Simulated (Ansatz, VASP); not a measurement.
## One calculation of MoS2, two programs

```xyz
6
Lattice="3.2242 0.0000 0.0000 -1.6121 2.7923 0.0000 0.0000 0.0000 12.2950" Properties=species:S:1:pos:R:3 pbc="T T T"
Mo    0.0000    1.8615    3.0737
Mo    1.6121    0.9308    9.2212
S     0.0000    1.8615    7.7151
S     1.6121    0.9308    1.5676
S     0.0000    1.8615   10.7274
S     1.6121    0.9308    4.5799
```

Change from the starting cell: equal xx and yy strain of +2 %.

Alike in both runs: task single point; functional PBE; k mesh 10 × 10 × 3; occupations fermi-dirac, width 0.03 eV; no spin polarisation.

|  | VASP | Ansatz |
| --- | --- | --- |
| version | VASP 6.6.1 | Ansatz 0.2.0 |
| potentials or method | VASP PAW PBE potentials, release 64 (Mo_sv, S), cutoff 520 eV | all-electron LAPW, scalar-relativistic |

VASP gave:

- pressure (GPa): 2.6
- traceless stress, the component that is largest in VASP (GPa): 5.99
- rms of the force components (eV/Å): 0.352

Q: Which values does Ansatz return?

A: Pressure (GPa): 2.7; traceless stress, the component that is largest in VASP (GPa): 6.03; rms of the force components (eV/Å): 0.360.

Atom by atom the forces differ by 0.008 eV/Å (rms over components). Ansatz ran all-electron here, and VASP with PAW potentials.
